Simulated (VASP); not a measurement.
# RbBr (Fm-3m) in VASP: vibrations by perturbation theory with PBEsol

Aim: the vibrations by perturbation theory of RbBr with PBEsol.

Everything below comes from runs of VASP 6.6.1. Logs are shortened: lines on timing, memory, paths and dates and some standing lists are left out, and cuts for length are marked.

## Step 1: The cell of the first run

Symmetry: Fm-3m, No. 225, cubic system. Conventional cell: a = 6.706 Å, b = 6.706 Å, c = 6.706 Å, α = 90.00°, β = 90.00°, γ = 90.00°. Rb (site symmetry m-3m) has 6 Br at 3.35 Å within 4.4 Å. Within 4.4 Å of Br (site symmetry m-3m) lie 6 Rb at 3.35 Å.

## Step 2: Vibrations by perturbation theory, PBEsol

The input, INCAR:

```
PREC = Accurate
ENCUT = 520
EDIFF = 1E-8
ISMEAR = 0
SIGMA = 0.01
LREAL = F
LASPH = T
NELM = 100
ALGO = Normal
ISIF = 2
LWAVE = F
LCHARG = T
GGA = PS
NBANDS = 15
IBRION = 8
NSW = 1
LEPSILON = T
```

The input, KPOINTS:

```
Automatic mesh
0
Gamma
  6 6 6
```

The input, POSCAR:

```
RbBr
1.0
    0.0000000000      3.3530172484      3.3530172484
    3.3530172484      0.0000000000      3.3530172484
    3.3530172484      3.3530172484      0.0000000000
Rb Br
1 1
Direct
    0.0000000000      0.0000000000      0.0000000000
    0.5000000000      0.5000000000      0.5000000000
```

Potentials or basis: VASP PAW PBE potentials, release 64 (Rb_sv, Br).

Started as:

```sh
$ cat potpaw_PBE.64/Rb_sv/POTCAR potpaw_PBE.64/Br/POTCAR > POTCAR
$ mpirun -np 1 vasp_std > vasp.out
```

OUTCAR:

```text
PREC = Accurate
   ENCUT = 520
   EDIFF = 1E-8
   ISMEAR = 0
   LREAL = F
   LASPH = T
   NELM = 100
   ISIF = 2
   GGA = PS
   IBRION = 8
   NSW = 1
   LEPSILON = T

 ion  position               nearest neighbor table
   1  0.000  0.000  0.000-   2 3.35   2 3.35   2 3.35   2 3.35   2 3.35   2 3.35
   2  0.500  0.500  0.500-   1 3.35   1 3.35   1 3.35   1 3.35   1 3.35   1 3.35

  LATTYP: Found a face centered cubic cell.
 ALAT       =     6.7060344968

  Lattice vectors:

 A1 = (   0.0000000000,   3.3530172484,   3.3530172484)
 A2 = (   3.3530172484,   0.0000000000,   3.3530172484)
 A3 = (   3.3530172484,   3.3530172484,   0.0000000000)

Analysis of symmetry for initial positions (statically):
=====================================================================
 Subroutine PRICEL returns:
 Original cell was already a primitive cell.

 Routine SETGRP: Setting up the symmetry group for a
 face centered cubic supercell.

 Subroutine GETGRP returns: Found 48 space group operations
 (whereof 48 operations were pure point group operations)
 out of a pool of 48 trial point group operations.

The static configuration has the point symmetry O_h .

Analysis of symmetry for dynamics (positions and initial velocities):
=====================================================================
 Subroutine PRICEL returns:
 Original cell was already a primitive cell.

 Routine SETGRP: Setting up the symmetry group for a
 face centered cubic supercell.

 Subroutine GETGRP returns: Found 48 space group operations
 (whereof 48 operations were pure point group operations)
 out of a pool of 48 trial point group operations.

The dynamic configuration has the point symmetry O_h .

 Subroutine INISYM returns: Found 48 space group operations
 (whereof 48 operations are pure point group operations),
 and found     1 'primitive' translations

----------------------------------------------------------------------------------------

                                     Primitive cell

  volume of cell :      75.3941

  direct lattice vectors                    reciprocal lattice vectors
     0.000000000  3.353017248  3.353017248    -0.149119424  0.149119424  0.149119424
     3.353017248  0.000000000  3.353017248     0.149119424 -0.149119424  0.149119424
     3.353017248  3.353017248  0.000000000     0.149119424  0.149119424 -0.149119424

  length of vectors
     4.741882468  4.741882468  4.741882468     0.258282418  0.258282418  0.258282418

  position of ions in fractional coordinates (direct lattice)
     0.000000000  0.000000000  0.000000000
     0.500000000  0.500000000  0.500000000

  ion indices of the primitive-cell ions
   primitive index   ion index
                 1           1
                 2           2

----------------------------------------------------------------------------------------

 KPOINTS: Automatic mesh

Automatic generation of k-mesh.
 Grid dimensions read from file:
 generate k-points for:    6    6    6

 Generating k-lattice:

  Cartesian coordinates                     Fractional coordinates (reciprocal lattice)
[... 424 lines left out ...]

 Free energy of the ion-electron system (eV)
  ---------------------------------------------------
  ---------------------------------------------------
  free energy    TOTEN  =        -0.39781644 eV

  energy without entropy =       -0.39781644

------------------------ aborting loop because EDIFF is reached ----------------------------------------

--------------------------------------- Ionic step        2  -------------------------------------------

------------------------ aborting loop because EDIFF is reached ----------------------------------------

--------------------------------------- Ionic step        3  -------------------------------------------

------------------------ aborting loop because EDIFF is reached ----------------------------------------

 PIEZOELECTRIC TENSOR FIELD DIRECTION 3  (e Angst)
 -----------------------------------------------------------------------------
    -0.00010  0.00000  0.00000           (  0.00000  0.00000  0.00000)
     0.00000 -0.00010  0.00000           (  0.00000  0.00000  0.00000)
     0.00000  0.00000 -0.00099           (  0.00000  0.00000  0.00000)

 PIEZOELECTRIC TENSOR FIELD DIRECTION 3  (C/m^2)
 -----------------------------------------------------------------------------
    -0.00002  0.00000  0.00000
     0.00000 -0.00002  0.00000
     0.00000  0.00000 -0.00021

--------------------------------------- Ionic step        4  -------------------------------------------

------------------------ aborting loop because EDIFF is reached ----------------------------------------

[... ionic steps 5 to 6 ...]

--------------------------------------- Ionic step        7  -------------------------------------------

 Free energy of the ion-electron system (eV)
  ---------------------------------------------------
  ---------------------------------------------------
  free energy    TOTEN  =        -0.14606452 eV

  energy without entropy =       -0.14606452

------------------------ aborting loop because EDIFF is reached ----------------------------------------

 INTERNAL STRAIN TENSOR  FOR ION    2  DIRECTION 1   (eV/Angst):
 -----------------------------------------------------------------------------
    -0.00840  0.00000 -0.00000
     0.00000  0.00159  0.00000
    -0.00000  0.00000  0.00159

 MACROSCOPIC STATIC DIELECTRIC TENSOR (including local field effects in DFT)
 ------------------------------------------------------
           2.673365    -0.000000     0.000000
           0.000000     2.673365    -0.000000
           0.000000    -0.000000     2.673365
 ------------------------------------------------------

 PIEZOELECTRIC TENSOR (including local field effects)  for field in x, y, z        (e  Angst)
          XX          YY          ZZ          XY          YZ          ZX
  --------------------------------------------------------------------------------
  x     0.00000     0.00000     0.00000     0.00000     0.00000     0.00000
  y     0.00000     0.00000     0.00000     0.00000     0.00000     0.00000
  z     0.00000     0.00000     0.00000     0.00000     0.00000     0.00000

 PIEZOELECTRIC TENSOR (including local field effects)  for field in x, y, z        (C/m^2)
          XX          YY          ZZ          XY          YZ          ZX
  --------------------------------------------------------------------------------
  x     0.00000     0.00000     0.00000     0.00000     0.00000     0.00000
  y     0.00000     0.00000     0.00000     0.00000     0.00000     0.00000
  z     0.00000     0.00000     0.00000     0.00000     0.00000     0.00000

 BORN EFFECTIVE CHARGES (including local field effects) (in |e|, cummulative output)
 ---------------------------------------------------------------------------------
 ion    1
    1     1.14743     0.00000     0.00000
    2     0.00000     1.14743     0.00000
    3     0.00000     0.00000     1.14743
 ion    2
    1    -1.14743     0.00000     0.00000
    2     0.00000    -1.14743     0.00000
    3     0.00000     0.00000    -1.14743

 INTERNAL STRAIN TENSOR FOR ION    2 for displacements in x,y,z  (eV/Angst):
          X           Y           Z          XY          YZ          ZX
  --------------------------------------------------------------------------------
  x     0.00000     0.00000     0.00000     0.00000     0.00000     0.00000
  y     0.00000     0.00000     0.00000     0.00000     0.00000     0.00000
  z     0.00000     0.00000     0.00000     0.00000     0.00000     0.00000

 SECOND DERIVATIVES (NOT SYMMETRIZED)
 ------------------------------------
               1X          1Y          1Z          2X          2Y          2Z
  1X    -1.503978    0.000000    0.000000    1.503978    0.000000    0.000000
  1Y     0.000000   -1.503978    0.000000    0.000000    1.503978    0.000000
  1Z     0.000000    0.000000   -1.503978    0.000000    0.000000    1.503978
  2X     1.516944    0.000000    0.000000   -1.516944    0.000000    0.000000
  2Y     0.000000    1.516944    0.000000    0.000000   -1.516944    0.000000
  2Z     0.000000    0.000000    1.516944    0.000000    0.000000   -1.516944

 Eigenvectors and eigenvalues of the dynamical matrix
 ----------------------------------------------------

   1 f  =    2.990080 THz    18.787226 2PiTHz   99.738330 cm-1    12.365971 meV
             X         Y         Z           dx          dy          dz
      0.000000  0.000000  0.000000    -0.500385   -0.359800   -0.318108
      3.353017  3.353017  3.353017     0.519740    0.373717    0.330413
[... 21 lines left out ...]
   6 f/i=    0.006412 THz     0.040291 2PiTHz    0.213898 cm-1     0.026520 meV
             X         Y         Z           dx          dy          dz
      0.000000  0.000000  0.000000     0.171755   -0.588572   -0.378218
      3.353017  3.353017  3.353017     0.165359   -0.566654   -0.364134

--------------------------------------------------------------------------------------------------------

 MACROSCOPIC STATIC DIELECTRIC TENSOR IONIC CONTRIBUTION
 ------------------------------------------------------
           2.092023     0.000000     0.000000
           0.000000     2.092023    -0.000000
           0.000000    -0.000000     2.092023
 ------------------------------------------------------

 ELASTIC MODULI CONTR FROM IONIC RELAXATION (kBar)
 Direction    XX          YY          ZZ          XY          YZ          ZX
 --------------------------------------------------------------------------------
 XX           0.0000      0.0000      0.0000      0.0000      0.0000      0.0000
 YY           0.0000      0.0000      0.0000      0.0000      0.0000      0.0000
 ZZ           0.0000      0.0000      0.0000      0.0000      0.0000      0.0000
 XY           0.0000      0.0000      0.0000      0.0000      0.0000      0.0000
 YZ           0.0000      0.0000      0.0000      0.0000      0.0000      0.0000
 ZX           0.0000      0.0000      0.0000      0.0000      0.0000      0.0000
 --------------------------------------------------------------------------------

 PIEZOELECTRIC TENSOR IONIC CONTR  for field in x, y, z        (C/m^2)
          XX          YY          ZZ          XY          YZ          ZX
  --------------------------------------------------------------------------------
  x     0.00000     0.00000     0.00000     0.00000     0.00000     0.00000
  y     0.00000     0.00000     0.00000     0.00000     0.00000     0.00000
  z     0.00000     0.00000     0.00000     0.00000     0.00000     0.00000
```

Wall time 7.3 min (1 thread of Intel Xeon Platinum 8259CL at 2.50GHz (Skylake/Cascade Lake), shared host); peak memory 0.29 GiB.

What came out:

* Electronic dielectric tensor (diagonal): 2.67
* Born charges (mean of the diagonal): Rb +1.15; Br -1.15 e
* Highest phonon frequency at Γ, LO-TO splitting left out: 100 cm⁻¹

Phonon frequencies in cm⁻¹ (negative: imaginary):
```tsv
q point	frequencies
(0.000, 0.000, 0.000)	0 0 0 100 100 100
```

Electronic dielectric tensor:
```
2.67 0.00 0.00
0.00 2.67 0.00
0.00 0.00 2.67
```

Born effective charge tensors (e):
atom 1, Rb
```
1.15 0.00 0.00
0.00 1.15 0.00
0.00 0.00 1.15
```
atom 2, Br
```
-1.15  0.00  0.00
 0.00 -1.15  0.00
 0.00  0.00 -1.15
```

Caveat: the cell wasn't relaxed at this level first, which shifts response properties.
